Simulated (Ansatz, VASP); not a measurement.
**GaAs: VASP beside Ansatz**

```xyz
2
Lattice="0.0000 2.8362 2.8362 2.8362 0.0000 2.8362 2.8362 2.8362 0.0000" Properties=species:S:1:pos:R:3 pbc="T T T"
Ga    0.0000    0.0000    0.0000
As    4.2544    4.2544    4.2544
```

Change from the starting cell: volume scaled by 1.01, crystal datasets.

Alike in both runs: task electric field gradients; functional PBE; k mesh 11 × 11 × 11; occupations fermi-dirac, width 0.05 eV; no spin polarisation.

|  | VASP | Ansatz |
| --- | --- | --- |
| version | VASP 6.6.1 | Ansatz 0.2.0 |
| potentials or method | VASP PAW PBE potentials, release 64 (Ga_d, As), cutoff 520 eV | all-electron PAW with datasets made for the crystal, scalar-relativistic |

Ansatz gave:

| Property | Result |
| --- | --- |
| pressure (GPa) | 2.6 |

Task: What did VASP give for the same quantities?

Result: Pressure (GPa): 2.7.

Ansatz ran all-electron here, and VASP with PAW potentials.
